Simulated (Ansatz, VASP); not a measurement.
## HfO2 in VASP and in Ansatz

```
Hf O
1.0
     0.02558    2.57029    2.57029
     2.57029    0.02558    2.57029
     2.57029    2.57029    0.02558
Hf O
1 2
Direct
  0.00000 0.00000 0.00000
  0.25000 0.25000 0.25000
  0.75000 0.75000 0.75000
```

Change from the starting cell: equal xy, yz and zx shear strains of +1 %, crystal datasets.

Alike in both runs: task electric field gradients; functional PBE; k mesh 9 × 9 × 9; occupations fermi-dirac, width 0.01 eV; no spin polarisation.

```csv
,VASP,Ansatz
version,VASP 6.6.1,Ansatz 0.2.0
potentials or method,"VASP PAW PBE potentials, release 64 (Hf_pv, O), cutoff 520 eV","all-electron PAW with datasets made for the crystal, scalar-relativistic"
```

|  | VASP | Ansatz | Ansatz less VASP |
| --- | --- | --- | --- |
| gap on the k mesh at the Fermi level (eV) | 3.84 | 3.82 | -0.015 |
| pressure (GPa) | -5.9 | -2.4 | +3.54 |
| traceless stress, the component that is largest in VASP (GPa) | -0.74 | -0.79 | -0.046 |
| rms of the force components (eV/Å) | 0.042 | 0.047 | +0.0050 |
| size of Vzz on the site where it differs most (V/Å²) | 33.8 | 39.9 | +6.04 |

Atom by atom the forces differ by 0.005 eV/Å (rms over components). Ansatz ran all-electron here, and VASP with PAW potentials.

Neither program's run includes spin-orbit coupling.
